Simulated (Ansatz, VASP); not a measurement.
**One calculation of Ir, two programs**

File INCAR:

```
SYSTEM = Ir
  PREC = Accurate
  ENCUT = 520
  EDIFF = 1E-7
  ISMEAR = 0
  SIGMA = 0.15
  LREAL = .FALSE.
  LASPH = .TRUE.
  NELM = 60
  ALGO = Fast
  ISIF = 2
  LWAVE = .FALSE.
  LCHARG = .FALSE.
  GGA = PE
  NBANDS = 16
```

KPOINTS

```
Automatic mesh
0
G
  18 18 12
  0 0 0
```

The input POSCAR:

```
Ir
1.0
    2.7513778946      0.0000000000      0.0000000000
   -1.3756889473      2.3827631521      0.0000000000
    0.0000000000      0.0000000000      4.1053068000
Ir
2
Direct
    0.6666666667      0.3333333333      0.7500000000
    0.3333333333      0.6666666667      0.2500000000
```

Input for Ansatz:

```yaml
crystal:
  lattice:
    - [2.7513778946, 0.0, 0.0]
    - [-1.3756889473, 2.3827631521, 0.0]
    - [0.0, 0.0, 4.1053068]
  atoms:
    - { symbol: Ir, position: [0.6666666667, 0.3333333333, 0.75] }
    - { symbol: Ir, position: [0.3333333333, 0.6666666667, 0.25] }
basis:
  ecutwfc: 420
kpoints:
  mp_grid: { grid: [18, 18, 12] }
hamiltonian:
  xc: pbe
scf:
  occupations: { method: gaussian, width: 0.15 }
output:
  forces: true
  stress: true
  eigenvalues: true
```

Change from the starting cell: strain +0.000 along x and y, -0.080 along z, atoms carried along.

Alike in both runs: task single point; functional PBE; k mesh 18 × 18 × 12; occupations gaussian, width 0.15 eV; no spin polarisation.

```csv
,VASP,Ansatz
version,VASP 6.6.1,Ansatz 0.2.0
potentials or method,"VASP PAW PBE potentials, release 64 (Ir), cutoff 520 eV","scalar-relativistic, plane waves, PAW"
valence electrons in the cell,18,34
```

```csv
,VASP,Ansatz,Ansatz less VASP
gap on the k mesh at the Fermi level (eV),none,none,-
pressure (GPa),38.4,37.4,-0.99
"traceless stress, the component that is largest in VASP (GPa)",24.86,24.83,-0.031
```

A gap of «none» marks a metal or a gap that the smearing closes. Both programs put the cell under a high pressure, so it lies far from rest at this level. With one functional, cell and mesh, what is left measures potentials, basis and numerics. VASP's potentials hold 18 valence electrons a cell and Ansatz's 34, so a difference there can come from the potentials and not from the codes.

Neither program's run includes spin-orbit coupling.
